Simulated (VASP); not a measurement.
BaIn3P3:

```xyz
7
Lattice="5.6628 0.0000 0.0000 0.0000 5.6628 0.0000 0.0000 0.0000 5.6628" Properties=species:S:1:pos:R:3 pbc="T T T"
Ba    2.8314    2.8314    2.8314
In    2.8314    2.8314    0.0000
In    0.0000    2.8314    2.8314
In    2.8314    0.0000    2.8314
P     2.8314    0.0000    0.0000
P     0.0000    2.8314    0.0000
P     0.0000    0.0000    2.8314
```

| Quantity | Value |
| --- | --- |
| Program | VASP 6.6.1 |
| Task | relaxation of cell and atoms |
| Functional | PBE |
| Potentials or basis | VASP PAW PBE potentials, release 64 (Ba_sv, In_d, P) |
| Cutoff | 600 eV |
| k mesh | 4 × 4 × 4 |
| Occupations | gaussian, width 0.1 eV |
| Spin | no spin polarisation |

At the start: pressure 9.3 GPa; volume 25.94 Å³/atom.

Question: Where does the relaxation end?

Answer: Over 3 steps the energy falls by 137.6 meV/atom and the volume is 31.61 Å³/atom (+21.8 %); space group Pm-3m (No. 221, to 0.05 Å).

Step by step:
```csv
step,energy change (eV),largest force (eV/Å),pressure (GPa),volume (Å³)
1,0.0000,0.0000,9.27,181.59
2,-0.9604,0.0000,-0.32,223.95
3,-0.9629,0.0000,0.02,221.27
```

Final structure:
```cif
data_structure
_symmetry_space_group_name_H-M 'P 1'
_symmetry_Int_Tables_number 1
_cell_length_a 6.0484
_cell_length_b 6.0484
_cell_length_c 6.0484
_cell_angle_alpha 90.000
_cell_angle_beta 90.000
_cell_angle_gamma 90.000
_cell_volume 221.27
loop_
_atom_site_label
_atom_site_type_symbol
_atom_site_fract_x
_atom_site_fract_y
_atom_site_fract_z
_atom_site_occupancy
Ba1 Ba 0.50000 0.50000 0.50000 1
In1 In 0.50000 0.50000 0.00000 1
In2 In 0.00000 0.50000 0.50000 1
In3 In 0.50000 0.00000 0.50000 1
P1 P 0.50000 0.00000 0.00000 1
P2 P 0.00000 0.50000 0.00000 1
P3 P 0.00000 0.00000 0.50000 1
```

Caveat: the volume moved by over 15 % at a fixed basis, so the end points are rough.
